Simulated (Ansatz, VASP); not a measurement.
**AlNi3 in VASP and in Ansatz**

INCAR

```
SYSTEM = AlNi3
PREC = Accurate ; ENCUT = 520
EDIFF = 1E-6 ; ISMEAR = 0
SIGMA = 0.15 ; LREAL = .False.
LASPH = .True. ; NELM = 80
ALGO = Normal ; ISIF = 2
LWAVE = .False. ; LCHARG = .False.
GGA = PS ; NBANDS = 24
```

KPOINTS

```
Automatic mesh
0
Gamma
  14 14 14
  0 0 0
```

Contents of POSCAR:

```
AlNi3
1.0
    0.0000000000      2.7983328972      2.7983328972
    2.7983328972      0.0000000000      2.7983328972
    2.7983328972      2.7983328972      0.0000000000
Al Ni
1 3
Direct
    0.5000000000      0.5000000000      0.5000000000
    0.2500000000      0.2500000000      0.2500000000
    0.0000000000      0.0000000000      0.0000000000
    0.7500000000      0.7500000000      0.7500000000
```

Input for Ansatz:

```yaml
crystal:
  lattice:
    - [0.0, 2.7983328972, 2.7983328972]
    - [2.7983328972, 0.0, 2.7983328972]
    - [2.7983328972, 2.7983328972, 0.0]
  atoms:
    - { symbol: Al, position: [0.5, 0.5, 0.5] }
    - { symbol: Ni, position: [0.25, 0.25, 0.25] }
    - { symbol: Ni, position: [0.0, 0.0, 0.0] }
    - { symbol: Ni, position: [0.75, 0.75, 0.75] }
basis:
  ecutwfc: 520.0
kpoints:
  mp_grid: { grid: [14, 14, 14] }
hamiltonian:
  xc: pbesol
  pseudopotentials: { kind: paw, azcp: { folder: soft_1 } }
scf:
  occupations: { method: gaussian, width: 0.15 }
output:
  forces: true
  stress: true
  eigenvalues: true
  write_density: true
  write_potential: true
  elf: true
  volumetric_format: npy
```

Alike in both runs: task single point; functional PBEsol; k mesh 14 × 14 × 14; occupations gaussian, width 0.15 eV; no spin polarisation.

```csv
,VASP,Ansatz
version,VASP 6.6.1,Ansatz 0.2.0
potentials or method,"VASP PAW PBE potentials, release 64 (Al, Ni), cutoff 520 eV","scalar-relativistic, plane waves, PAW"
valence electrons in the cell,33,57
```

|  | VASP | Ansatz | Ansatz less VASP |
| --- | --- | --- | --- |
| gap on the k mesh at the Fermi level (eV) | none | none | - |
| pressure (GPa) | 0.1 | 0.1 | -0.09 |

VASP's potentials were made for PBE, not for PBEsol, and Ansatz warns of the same on its side. A gap of «none» marks a metal or a gap that the smearing closes. With one functional, cell and mesh, what is left measures potentials, basis and numerics. VASP's potentials hold 33 valence electrons a cell and Ansatz's 57, so a difference there can come from the potentials and not from the codes.
